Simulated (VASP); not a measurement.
# Ge (Cmcm) in VASP: notebook, part 2 of 2

VASP 6.6.1.

### Step 4. Single point, BLYP+D3(BJ)

This run uses another cell than the first one, of 19.27 Å³/atom.

INCAR

```
AGGAC = 1.0
AGGAX = 1.0
ALDAC = 0.0
ALDAX = 1.0
ALGO = Normal
EDIFF = 1E-7
ENCUT = 520
GGA = B5
ISIF = 2
ISMEAR = -1
IVDW = 12
LASPH = T
LCHARG = F
LREAL = F
LWAVE = F
NBANDS = 21
NELM = 80
PREC = Accurate
SIGMA = 0.05
VDW_A1 = 0.4298
VDW_A2 = 4.2359
VDW_S6 = 1.0
VDW_S8 = 2.6996
```

KPOINTS

```
k-points
0
Gamma
  10 10 6
```

POSCAR

```
Ge
1.0
    1.5010704183     -2.6242676465      0.0000000000
    1.5010704183      2.6242676465      0.0000000000
    0.0000000000      0.0000000000      4.8914696262
Ge
2
Direct
    0.3317705954      0.6682294046      0.2500000000
    0.6682294046      0.3317705954      0.7500000000
```

Potentials or basis: VASP PAW PBE potentials, release 64 (Ge_d).

Command:

```sh
$ cat potpaw_PBE.64/Ge_d/POTCAR > POTCAR
$ mpirun -np 1 vasp_std > vasp.out
```

OUTCAR:

```text
EDIFF = 1E-7
   ENCUT = 520
   GGA = B5
   ISIF = 2
   ISMEAR = -1
   IVDW = 12
   LASPH = T
   LREAL = F
   NELM = 80
   PREC = Accurate
 IVDW          = 12

 ion  position               nearest neighbor table
   1  0.332  0.668  0.250-
   2  0.668  0.332  0.750-

  LATTYP: Found a base centered orthorhombic cell.
 ALAT       =     3.0021408366
 B/A-ratio  =     1.7482641817
 C/A-ratio  =     1.6293271677

  Lattice vectors:

 A1 = (   1.5010704183,  -2.6242676465,   0.0000000000)
 A2 = (   1.5010704183,   2.6242676465,   0.0000000000)
 A3 = (   0.0000000000,   0.0000000000,   4.8914696262)

Analysis of symmetry for initial positions (statically):
=====================================================================
 Subroutine PRICEL returns:
 Original cell was already a primitive cell.

 Routine SETGRP: Setting up the symmetry group for a
 base centered orthorhombic supercell.

 Subroutine GETGRP returns: Found  8 space group operations
 (whereof  4 operations were pure point group operations)
 out of a pool of  8 trial point group operations.

The static configuration has the point symmetry C_2h.
 The point group associated with its full space group is D_2h.

Analysis of symmetry for dynamics (positions and initial velocities):
=====================================================================
 Subroutine PRICEL returns:
 Original cell was already a primitive cell.

 Routine SETGRP: Setting up the symmetry group for a
 base centered orthorhombic supercell.

 Subroutine GETGRP returns: Found  8 space group operations
 (whereof  4 operations were pure point group operations)
 out of a pool of  8 trial point group operations.

The dynamic configuration has the point symmetry C_2h.
 The point group associated with its full space group is D_2h.

 Subroutine INISYM returns: Found  8 space group operations
 (whereof  4 operations are pure point group operations),
 and found     1 'primitive' translations

[... 111 lines left out ...]
   IALGO  =     38    algorithm
   IMIX   =      4    mixing-type and parameters
     AMIX     =   0.40;   BMIX     =  1.00
     AMIX_MAG =   1.60;   BMIX_MAG =  1.00
  volume/ion in A,a.u.               =      19.27       130.03
  Fermi-wavevector in a.u.,A,eV,Ry     =   1.471752  2.781208 29.470956  2.166054
  Thomas-Fermi vector in A             =   2.586850
   LORBIT       =      0    0 simple, 1 ext, 2 COOP (PROOUT), +10 PAW based schemes
   GGA     = B5    functional components
   LHFCALC =     F    Hartree Fock is set to
   AEXX    =    0.0000 exact exchange contribution
   IVDW    =    12    specifies the selected vdW correction
   LEPSILON=     F    determine dielectric tensor
   LRPA    =     F    only Hartree local field effects (RPA)
 non-spin polarized calculation
  energy-cutoff  :      520.00
  volume of cell :       38.54
 maximum number of plane-waves:      1063
   NGX = 11   NGY = 11   NGZ = 19

 number of electron      28.0000013 magnetization

 Free energy of the ion-electron system (eV)
  ---------------------------------------------------
  ext. energy  EPLUGINS =         0.00000000
  ---------------------------------------------------
  free energy    TOTEN  =        -6.58236184 eV

  energy without entropy =       -6.57454178  energy(sigma->0) =       -6.57845181

 E-fermi :   7.0163     XC(G=0): -10.5972

 val. band max:        6.9787052288   @ k =  -0.3000   0.2000   0.1667
 cond. band min:       7.0408676942   @ k =   0.2000   0.1000   0.1667
 fundamental gap:      0.0621624654
 Fermi energy:         7.0162776091

 k-point     1 :       0.0000    0.0000    0.0000
  band No.  band energies     occupation
      1     -17.7149      2.00000
      2     -17.7113      2.00000
      3     -17.7100      2.00000
      4     -17.7064      2.00000
      5     -17.7043      2.00000
      6     -17.6996      2.00000
[... 565 lines left out ...]
     20      22.5851      0.00000
     21      23.1891      0.00000

 [... further k-points ...]

------------------------ aborting loop because EDIFF is reached ----------------------------------------

 Edisp (eV)   -1.57314

 E8    (eV) :    -1.1631

  FORCE on cell =-STRESS in cart. coord.  units (eV):
  Direction    XX          YY          ZZ          XY          YZ          ZX
  --------------------------------------------------------------------------------------
  -------------------------------------------------------------------------------------
  Total       0.02436     0.03235     0.03824     0.00000     0.00000     0.00000
  in kB       1.01271     1.34513     1.58992     0.00000     0.00000     0.00000
  external pressure =        1.32 kB  Pullay stress =        0.00 kB

 VOLUME and BASIS-vectors are now :
 -----------------------------------------------------------------------------
  energy-cutoff  :      520.00
  volume of cell :       38.54
      direct lattice vectors                 reciprocal lattice vectors
     1.501070418 -2.624267646  0.000000000     0.333095632 -0.190529347  0.000000000
     1.501070418  2.624267646  0.000000000     0.333095632  0.190529347  0.000000000
     0.000000000  0.000000000  4.891469626     0.000000000  0.000000000  0.204437536

 POSITION                                       TOTAL-FORCE (eV/Angst)
 -----------------------------------------------------------------------------------
      1.50107      0.88296      1.22287         0.000000      0.003415     -0.000000
      1.50107     -0.88296      3.66860         0.000000     -0.003415      0.000000
 -----------------------------------------------------------------------------------
    total drift:                               -0.000000     -0.000000     -0.000000

  FREE ENERGIE OF THE ION-ELECTRON SYSTEM (eV)
  ---------------------------------------------------
  free  energy   TOTEN  =        -8.1554971996 eV

  energy  without entropy=       -8.1476771479  energy(sigma->0) =       -8.15158717
```

OSZICAR:

```text
N       E                     dE             d eps       ncg     rms          rms(c)
DAV:   1     0.183086218188E+03    0.18309E+03   -0.14361E+04  5979   0.380E+03
DAV:   2     0.186911680494E+02   -0.16440E+03   -0.15925E+03  5238   0.604E+02
DAV:   3    -0.584632328398E+01   -0.24537E+02   -0.24266E+02  5873   0.136E+02
DAV:   4    -0.657747465309E+01   -0.73115E+00   -0.73054E+00  5923   0.266E+01
DAV:   5    -0.658907050489E+01   -0.11596E-01   -0.11596E-01  5941   0.379E+00    0.115E+00
DAV:   6    -0.658309686227E+01    0.59736E-02   -0.13880E-02  7087   0.175E+00    0.632E-01
DAV:   7    -0.658226780893E+01    0.82905E-03   -0.72457E-03  7100   0.108E+00    0.850E-02
DAV:   8    -0.658234300536E+01   -0.75196E-04   -0.82537E-04  6871   0.477E-01    0.215E-02
DAV:   9    -0.658236054110E+01   -0.17536E-04   -0.24820E-05  5914   0.426E-02    0.576E-03
DAV:  10    -0.658236223731E+01   -0.16962E-05   -0.33220E-06  6071   0.213E-02    0.131E-03
DAV:  11    -0.658236185272E+01    0.38459E-06   -0.88340E-08  4256   0.349E-03    0.167E-04
DAV:  12    -0.658236183550E+01    0.17224E-07   -0.12761E-08  3654   0.147E-03
   1 F= -.81554972E+01 E0= -.81515872E+01  d E =-.782005E-02
```

Wall time 30 s (1 thread of Intel Xeon 6975P-C (Granite Rapids), shared host); peak memory 0.21 GiB.

Results:

| Property | Result |
| --- | --- |
| Free energy | -8.1555 eV |
| Pressure | 0.1 GPa |
| Largest force | 0.003 eV/Å |
| Band gap on the k mesh | zero (bands 14 and 15 overlap by 8.51 eV) |
| Dispersion energy per atom | -0.787 eV |

Forces on the atoms (eV/Å):
```
Ge   0.000  0.003  0.000
Ge   0.000 -0.003  0.000
```

Levels at points of the mesh, in eV from the Fermi level:
| k point | band 11 | band 12 | band 13 | band 14 | band 15 | band 16 | band 17 | band 18 |
| --- | --- | --- | --- | --- | --- | --- | --- | --- |
| (0.00, 0.00, 0.00) | -12.99 | -7.89 | -5.24 | 6.31 | 6.40 | 8.11 | 8.35 | 8.76 |
| (0.50, 0.00, 0.00) | -8.30 | -6.95 | -2.68 | -1.55 | -0.79 | 1.50 | 2.41 | 6.47 |
| (0.50, 0.50, 0.00) | -8.44 | -6.95 | -2.77 | -1.56 | -0.94 | 1.57 | 2.61 | 6.69 |
| (0.00, 0.00, 0.50) | -11.45 | -11.45 | 1.27 | 1.27 | 7.26 | 7.26 | 7.40 | 7.40 |
| (0.50, 0.00, 0.50) | -7.07 | -7.07 | -4.62 | -4.62 | 3.89 | 3.89 | 4.40 | 4.40 |
| (0.50, 0.50, 0.50) | -7.19 | -7.19 | -4.63 | -4.63 | 4.09 | 4.09 | 4.39 | 4.39 |

Caveat: the PAW data sets were made with another functional, which shifts forces and pressure a little.

### Step 5. Overview

```csv
task,level,spin,cell,k mesh,cutoff (eV),gap on the mesh (eV),pressure (GPa)
relaxation of cell and atoms,PBE,off,"relaxed from a = 2.991, b = 2.991, c = 4.728 Å, angles 90.0, 90.0, 120.3°, 2 atoms, atomic positions A",10 × 10 × 6,600,none,0.0
single point,PBE,"non-collinear, zero start, SOC","a = 2.991, b = 2.991, c = 4.728 Å, angles 90.0, 90.0, 120.3°, 2 atoms, atomic positions A",7 × 7 × 5,520,-,4.2
single point,BLYP+D3(BJ),off,"a = 3.023, b = 3.023, c = 4.891 Å, angles 90.0, 90.0, 120.5°, 2 atoms, atomic positions B",10 × 10 × 6,520,none,0.1
```

Alike in all rows: potentials or basis VASP PAW PBE potentials, release 64 (Ge_d); smearing fermi-dirac 0.05 eV.

Caveats: the cell stands under pressure (at least some runs); the PAW data sets were made with another functional, which shifts forces and pressure a little (at least some runs).

Total energies depend on the potentials used, so only differences within one code and one set of settings carry meaning.
